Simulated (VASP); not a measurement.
# NaH (I4/mmm) in VASP: a series of runs, part 2 of 2

VASP 6.6.1. The steps go on from the part before.

## (3) Single point, LDA (strain +0.015 along x and y, +0.030 along z)

File INCAR:

```
SYSTEM = NaH
ALGO = Normal
EDIFF = 1E-6
ENCUT = 520
GGA = CA
ISIF = 2
ISMEAR = 0
LASPH = .TRUE.
LCHARG = .FALSE.
LREAL = .FALSE.
LWAVE = .FALSE.
NBANDS = 11
NELM = 60
PREC = Accurate
SIGMA = 0.05
```

File KPOINTS:

```
k-points
0
G
  8 8 8
  0 0 0
```

File POSCAR:

```
NaH
1.0
    0.0000000000      2.4766000000      2.5132000000
    2.4766000000      0.0000000000      2.5132000000
    2.4766000000      2.4766000000      0.0000000000
Na H
1 1
Direct
    0.0000000000      0.0000000000      0.0000000000
    0.5000000000      0.5000000000      0.5000000000
```

Potentials or basis: VASP PAW LDA potentials, release 64 (Na_pv, H).

Command:

```
cat potpaw_LDA.64/Na_pv/POTCAR potpaw_LDA.64/H/POTCAR > POTCAR
mpirun -np 1 vasp_std > vasp.out
```

OUTCAR:

```text
SYSTEM = NaH
   EDIFF = 1E-6
   ENCUT = 520
   GGA = CA
   ISIF = 2
   ISMEAR = 0
   LASPH = .TRUE.
   LREAL = .FALSE.
   NELM = 60
   PREC = Accurate

 ion  position               nearest neighbor table
   1  0.000  0.000  0.000-
   2  0.500  0.500  0.500-

  LATTYP: Found a body centered tetragonal cell.
 ALAT       =     3.5024413086
 C/A-ratio  =     1.4351132702

  Lattice vectors:

 A1 = (  -2.4766000000,   0.0000000000,   2.5132000000)
 A2 = (   2.4766000000,   0.0000000000,   2.5132000000)
[... 511 lines left out ...]
      4      -3.1705      2.00000
      5       3.6976      0.00000
      6       7.7055      0.00000
      7      10.0522      0.00000
      8      11.8660      0.00000
      9      13.4826      0.00000
     10      15.7170      0.00000
     11      16.2604      0.00000

 [... further k-points ...]
[... 5 lines left out ...]
  --------------------------------------------------------------------------------------
  -------------------------------------------------------------------------------------
  Total       -0.6674528     -0.6674528     -0.7137622      0.0000000      0.0000000      0.0000000
  in kB      -34.6866512    -34.6866512    -37.0932884      0.0000000      0.0000000      0.0000000
  external PRESSURE =     -35.4888636 kB  Pullay stress =       0.0000000 kB

 VOLUME and BASIS-vectors are now :
 -----------------------------------------------------------------------------
  energy-cutoff  :      520.00
  volume of cell :       30.83
      direct lattice vectors                 reciprocal lattice vectors
     0.000000000  2.476600000  2.513200000    -0.201889687  0.201889687  0.198949546
     2.476600000  0.000000000  2.513200000     0.201889687 -0.201889687  0.198949546
     2.476600000  2.476600000  0.000000000     0.201889687  0.201889687 -0.198949546

 POSITION                                       TOTAL-FORCE (eV/Angst)
 -----------------------------------------------------------------------------------
      0.00000      0.00000      0.00000        -0.000000      0.000000      0.000000
      2.47660      2.47660      2.51320         0.000000     -0.000000     -0.000000
 -----------------------------------------------------------------------------------
    total drift:                               -0.000000      0.000000      0.000000

  FREE ENERGIE OF THE ION-ELECTRON SYSTEM (eV)
  ---------------------------------------------------
  free  energy   TOTEN  =        -5.3454389101 eV

  energy  without entropy=       -5.3454389101  energy(sigma->0) =       -5.34543891
```

OSZICAR:

```text
N       E                     dE             d eps       ncg     rms          rms(c)
DAV:   1     0.353512961027E+02    0.35351E+02   -0.45481E+03  1307   0.723E+02
DAV:   2    -0.452542803805E+01   -0.39877E+02   -0.39265E+02  1351   0.186E+02
DAV:   3    -0.574232655743E+01   -0.12169E+01   -0.12155E+01  1553   0.315E+01
DAV:   4    -0.575063859475E+01   -0.83120E-02   -0.83111E-02  1524   0.268E+00
DAV:   5    -0.575071913337E+01   -0.80539E-04   -0.80538E-04  1523   0.268E-01    0.293E+00
DAV:   6    -0.542980032872E+01    0.32092E+00   -0.34549E-01  1481   0.275E+00    0.132E+00
DAV:   7    -0.534436114690E+01    0.85439E-01   -0.30380E-01  1476   0.189E+00    0.327E-01
DAV:   8    -0.534573668221E+01   -0.13755E-02   -0.70805E-03  1445   0.897E-01    0.713E-02
DAV:   9    -0.534545420994E+01    0.28247E-03   -0.13896E-03  1819   0.352E-01    0.217E-02
DAV:  10    -0.534543823830E+01    0.15972E-04   -0.74289E-05  1451   0.476E-02    0.295E-03
DAV:  11    -0.534543891009E+01   -0.67179E-06   -0.19239E-06  1496   0.882E-03
   1 F= -.53454389E+01 E0= -.53454389E+01  d E =-.148355E-15
```

stdout:

```text
POSCAR found type information on POSCAR NaH
 POSCAR found :  2 types and       2 ions
 scaLAPACK will be used
 LDA part: xc-table for (Slater(with rela. corr.)+CA(PZ))
 , standard interpolation
 POSCAR, INCAR and KPOINTS ok, starting setup
 FFT: planning ... GRIDC
 FFT: planning ... GRID_SOFT
 FFT: planning ... GRID
 WAVECAR not read
 entering main loop
```

It took 23 s on 1 thread of AMD EPYC 7R43 (Zen 3), shared host; peak memory 0.11 GiB.

What came out:

- Free energy: -5.3454 eV
- Pressure: -3.5 GPa
- Band gap on the k mesh: 3.26 eV, indirect (least direct gap 4.14 eV)

Caveat: the cell differs from its parent crystal (strain +0.015 along x and y, +0.030 along z). A k mesh can miss the band edges.

## (4) Single point, LDA (strain +0.030 along x and y, +0.015 along z)

INCAR is that of step 3.

KPOINTS is that of step 3.

File POSCAR:

```
NaH
1.0
    0.0000000000      2.5132000000      2.4766000000
    2.5132000000      0.0000000000      2.4766000000
    2.5132000000      2.5132000000      0.0000000000
Na H
1 1
Direct
    0.0000000000      0.0000000000      0.0000000000
    0.5000000000      0.5000000000      0.5000000000
```

Command:

```
cat potpaw_LDA.64/Na_pv/POTCAR potpaw_LDA.64/H/POTCAR > POTCAR
mpirun -np 1 vasp_std > vasp.out
```

Wall time 33 s (1 thread of AMD EPYC 7R43 (Zen 3), shared host); peak memory 0.1 GiB.

Results (log left out):

```
Free energy            : -5.3353 eV
Pressure               : -3.7 GPa
Band gap on the k mesh : 3.25 eV, indirect (least direct gap 4.11 eV)
```

Stress tensor (GPa, compression positive):
```
-3.81  0.00  0.00
 0.00 -3.81  0.00
 0.00  0.00 -3.58
```

Levels at points of the mesh, in eV from the valence-band top:
```csv
k point,band 1,band 2,band 3,band 4,band 5,band 6,band 7,band 8
"(0.00, 0.00, 0.00)",-22.36,-22.36,-22.36,-3.50,9.50,14.43,14.43,14.51
"(0.50, 0.00, 0.00)",-22.43,-22.37,-22.37,-0.86,3.25,9.89,12.35,12.55
"(0.50, 0.50, 0.00)",-22.42,-22.39,-22.39,-0.13,4.22,9.22,9.60,9.60
"(0.50, 0.00, 0.50)",-22.43,-22.39,-22.38,-0.20,4.06,9.35,9.76,9.79
```

Caveat: the cell differs from its parent crystal (strain +0.030 along x and y, +0.015 along z).

## (5) The runs side by side

| cell | gap on the mesh (eV) | pressure (GPa) |
| --- | --- | --- |
| a = 3.477, b = 3.477, c = 3.502 Å, angles 59.8, 59.8, 60.5°, 2 atoms | 3.31 | -3.1 |
| a = 3.528, b = 3.528, c = 3.502 Å, angles 60.2, 60.2, 59.5°, 2 atoms | 3.26 | -3.5 |
| a = 3.528, b = 3.528, c = 3.554 Å, angles 59.8, 59.8, 60.5°, 2 atoms | 3.25 | -3.7 |

Alike in all rows: task single point; level LDA; potentials or basis VASP PAW LDA potentials, release 64 (Na_pv, H); no spin polarisation; k mesh 8 × 8 × 8; cutoff (eV) 520; smearing gaussian 0.05 eV.

Absolute energies hang on the potentials; compare differences alone.
